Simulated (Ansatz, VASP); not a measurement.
AsPt: VASP beside Ansatz

INCAR

```
SYSTEM = AsPt
ALGO     = Normal         ! electronic algorithm
EDIFF    = 1E-7           ! SCF threshold, eV
ENCUT    = 520            ! plane-wave cutoff, eV
GGA      = CA             ! functional
ISIF     = 2              ! what is computed and relaxed
ISMEAR   = 0              ! smearing method
LASPH    = .TRUE.         ! aspherical terms in the spheres
LCHARG   = .TRUE.         ! write CHGCAR
LELF     = .TRUE.         ! ELF
LREAL    = .FALSE.        ! projectors in reciprocal space
LVHAR    = .TRUE.       
LWAVE    = .FALSE.        ! write WAVECAR
NBANDS   = 14             ! bands
NELM     = 100            ! most SCF steps
PREC     = Accurate       ! precision mode
SIGMA    = 0.05           ! smearing width, eV
```

File KPOINTS:

```
k-points
0
G
  12 12 12
  0 0 0
```

File POSCAR:

```
AsPt
1.0
    0.0000000000      2.8129469837      2.8129469837
    2.8129469837      0.0000000000      2.8129469837
    2.8129469837      2.8129469837      0.0000000000
Pt As
1 1
Direct
    0.0000000000      0.0000000000      0.0000000000
    0.2500000000      0.2500000000      0.2500000000
```

Input for Ansatz:

```yaml
crystal:
  lattice:
    - [0.0, 2.8129469837, 2.8129469837]
    - [2.8129469837, 0.0, 2.8129469837]
    - [2.8129469837, 2.8129469837, 0.0]
  atoms:
    - { symbol: Pt, position: [0.0, 0.0, 0.0] }
    - { symbol: As, position: [0.25, 0.25, 0.25] }
basis:
  ecutwfc: 420
  ecutrho_ratio: 4
kpoints:
  mp_grid: { grid: [12, 12, 12] }
hamiltonian:
  xc: lda
scf:
  occupations: { method: gaussian, width: 0.05 }
output:
  forces: true
  stress: true
  eigenvalues: true
  populations: true
```

Alike in both runs: task single point; functional LDA; k mesh 12 × 12 × 12; occupations gaussian, width 0.05 eV; no spin polarisation.

|  | VASP | Ansatz |
| --- | --- | --- |
| version | VASP 6.6.1 | Ansatz 0.2.0 |
| potentials or method | VASP PAW LDA potentials, release 64 (Pt, As), cutoff 520 eV | scalar-relativistic, plane waves, PAW |
| valence electrons in the cell | 15 | 33 |

|  | VASP | Ansatz | Ansatz less VASP |
| --- | --- | --- | --- |
| gap on the k mesh at the Fermi level (eV) | none | none | - |
| pressure (GPa) | -6.7 | -7.1 | -0.36 |

LDA's correlation is that of Perdew and Zunger in VASP and of Perdew and Wang (1992) in Ansatz. A gap of «none» marks a metal or a gap that the smearing closes. VASP's potentials hold 15 valence electrons a cell and Ansatz's 33, so a difference there can come from the potentials and not from the codes.

Spin-orbit coupling is off throughout.
